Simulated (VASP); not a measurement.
Runs of VASP 6.6.1 on FeO. The structure is tetragonal, space group I4/mmm (No. 139). The conventional cell has a = 3.204 Å, b = 3.204 Å, c = 4.167 Å, α = 90.00°, β = 90.00°, γ = 90.00°. Fe (site symmetry 4/mmm) has 6 O at 2.08 to 2.27 Å within 2.8 Å. O (site symmetry 4/mmm) has 6 Fe at 2.08 to 2.27 Å within 2.8 Å. 

| task | level | fixed moment (μB) | k mesh | gap on the mesh (eV) | pressure (GPa) | moment (μB) |
| --- | --- | --- | --- | --- | --- | --- |
| single point | PBEsol | - | 12 × 12 × 12 | none | (a) | 4.00 |
| single point | PBEsol | 0.8 | 10 × 10 × 10 | - | -33.7 | 0.80 |
| vibrations by perturbation theory | PBEsol | - | 10 × 10 × 10 | - | - | 4.00 |
| single point | PBE | - | 12 × 12 × 12 | none | -8.6 | 4.00 |
| single point | PBE | 6.0 | 10 × 10 × 10 | - | 39.2 | 6.00 |

Alike in all rows: potentials or basis VASP PAW PBE potentials, release 64 (Fe, O); spin collinear, ferromagnetic start; cell as given; cutoff (eV) 520; smearing fermi-dirac 0.05 eV.

Question: Estimate the missing entries.

Answer: (a) -16.0.

Caveats: a cell with one magnetic atom can't hold antiferromagnetic order, which such compounds often take; the cell stands under tension (at least some runs); the PAW data sets were made with another functional, which shifts forces and pressure a little (at least some runs); semilocal functionals often make such compounds metallic where correlation or magnetic order opens a gap, which also shifts bond lengths (at least some runs); the total moment is fixed, so each spin has its own Fermi level (at least some runs); the cell stands under pressure or tension, which shifts response properties (at least some runs); some modes are imaginary (at least some runs).

A gap of «none» marks levels without a gap at the run's occupations.
